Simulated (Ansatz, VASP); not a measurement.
Two plane-wave programs on Al

```
Al
1.0
    -1.55144    1.55144    1.55144
     1.55144   -1.55144    1.55144
     1.55144    1.55144   -1.55144
Al
1
Direct
  0.00000 0.00000 0.00000
```

Change from the starting cell: strain -0.025 along x and y, -0.025 along z, atoms carried along.

Alike in both runs: task single point; functional r2SCAN; k mesh 20 × 20 × 20; occupations gaussian, width 0.15 eV; no spin polarisation.

|  | VASP | Ansatz |
| --- | --- | --- |
| version | VASP 6.6.1 | Ansatz 0.2.0 |
| potentials or method | VASP PAW PBE potentials, release 64 (Al), cutoff 520 eV | scalar-relativistic, plane waves, PAW |
| valence electrons in the cell | 3 | 3 |

```csv
,VASP,Ansatz,Ansatz less VASP
gap on the k mesh at the Fermi level (eV),none,none,-
pressure (GPa),7.6,8.0,+0.38
```

VASP's potentials were made for PBE, not for r2SCAN. A gap of «none» marks a metal or a gap that the smearing closes.
